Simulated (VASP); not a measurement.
ZnS (Wurtzite-2H):

```
Zn S
1.0
     3.81100    0.00000    0.00000
    -1.90550    3.30042    0.00000
     0.00000    0.00000    6.23400
Zn S
2 2
Direct
  0.33333 0.66667 0.00000
  0.66667 0.33333 0.50000
  0.33333 0.66667 0.38500
  0.66667 0.33333 0.88500
```

| Quantity | Value |
| --- | --- |
| Program | VASP 6.6.1 |
| Task | relaxation of cell and atoms |
| Functional | r2SCAN |
| Dispersion | rVV10 |
| Potentials or basis | VASP PAW PBE potentials, release 64 (Zn, S) |
| Cutoff | 600 eV |
| k mesh | 6 × 6 × 4 |
| Occupations | gaussian, width 0.01 eV |
| Spin | no spin polarisation |

At the start: pressure -0.7 GPa; volume 19.60 Å³/atom.

**Question.** How do energy, volume and symmetry change on relaxing?

**Answer.** Over 7 steps the energy falls by 6.2 meV/atom and the volume is 19.39 Å³/atom (-1.1 %); space group P6_3mc (No. 186, to 0.05 Å).

Step by step:
```
step  energy change (eV)  largest force (eV/Å)  pressure (GPa)  volume (Å³)
   1              0.0000                0.3213           -0.70        78.41
   2             -0.0186                0.1177            0.16        77.44
   3             -0.0189                0.0920            0.26        77.34
   4             -0.0223                0.0488            0.01        77.58
   5             -0.0240                0.0280           -0.39        77.94
   6             -0.0247                0.0072            0.15        77.40
   7             -0.0249                0.0137           -0.02        77.56
```

Final structure:
```xyz
4
Lattice="3.7908 0.0000 0.0000 -1.8954 3.2830 0.0000 0.0000 0.0000 6.2322" Properties=species:S:1:pos:R:3 pbc="T T T"
Zn    0.0000    2.1886    0.0360
Zn    1.8954    1.0943    3.1521
S     0.0000    2.1886    2.3634
S     1.8954    1.0943    5.4795
```

Caveat: the PAW data sets were made with another functional, which shifts forces and pressure a little.
